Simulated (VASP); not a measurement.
Here is a VASP 6.6.1 calculation.

Contents of INCAR:

```
ALGO = Normal
EDIFF = 1E-6
ENCUT = 520
GGA = PE
ISIF = 2
ISMEAR = -1
LASPH = T
LCHARG = F
LREAL = F
LWAVE = F
NBANDS = 22
NELM = 60
PREC = Accurate
SIGMA = 0.05
```

File KPOINTS:

```
k-points
0
Gamma
  8 8 8
```

POSCAR

```
Bi
1.0
    2.2675000000      1.3091417354      3.9380000000
   -2.2675000000      1.3091417354      3.9380000000
    0.0000000000     -2.6182834708      3.9380000000
Bi
2
Direct
    0.2574000000      0.2574000000      0.2074000000
    0.7426000000      0.7426000000      0.7926000000
```

Potentials or basis: VASP PAW PBE potentials, release 64 (Bi_d).

Run with:

```bash
$ cat potpaw_PBE.64/Bi_d/POTCAR > POTCAR
$ mpirun -np 1 vasp_std > vasp.out
```

(1) What does it give for the largest force?

(2) What does it give for the pressure?

(3) What does it give for the band gap on the k mesh?

Results:

(1) 0.184 eV/Å.

(2) 1.6 GPa.

(3) zero (bands 15 and 16 overlap by 0.36 eV).

Caveat: the cell differs from its parent crystal (shortest bond scaled by 1.1); spin-orbit coupling is left out, which moves the levels of the heavy elements.
